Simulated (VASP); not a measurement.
Here is a VASP 6.6.1 calculation.

The input INCAR:

```
  ALGO = Normal
  EDIFF = 1E-6
  ENCUT = 520
  GGA = PE
  ISIF = 2
  ISMEAR = 0
  IVDW = 12
  LASPH = True
  LCHARG = False
  LREAL = False
  LWAVE = False
  NBANDS = 11
  NELM = 100
  PREC = Accurate
  SIGMA = 0.15
```

File KPOINTS:

```
k-points
0
Gamma
  21 21 12
```

The input POSCAR:

```
C
1.0
    2.4851167323      0.0000000000      0.0000000000
   -1.2425583661      2.1521742215      0.0000000000
    0.0000000000      0.0000000000      3.6016171223
C
2
Direct
    0.3286483037      0.6572966074      0.0000000000
    0.6713516963      0.3427033926      0.0000000000
```

Potentials or basis: VASP PAW PBE potentials, release 64 (C).

Run with:

```console
$ cat potpaw_PBE.64/C/POTCAR > POTCAR
$ mpirun -np 1 vasp_std > vasp.out
```

(1) Estimate the dispersion energy per atom.

(2) What does it give for the largest force?

## Answers

(1) -0.143 eV.

(2) 1.953 eV/Å.

Caveat: the cell differs from its parent crystal (atoms displaced along a vibrational mode, the cell strained); the cell stands under tension; forces of over 1 eV/Å act on the atoms, so gaps and moduli don't describe the material at rest.
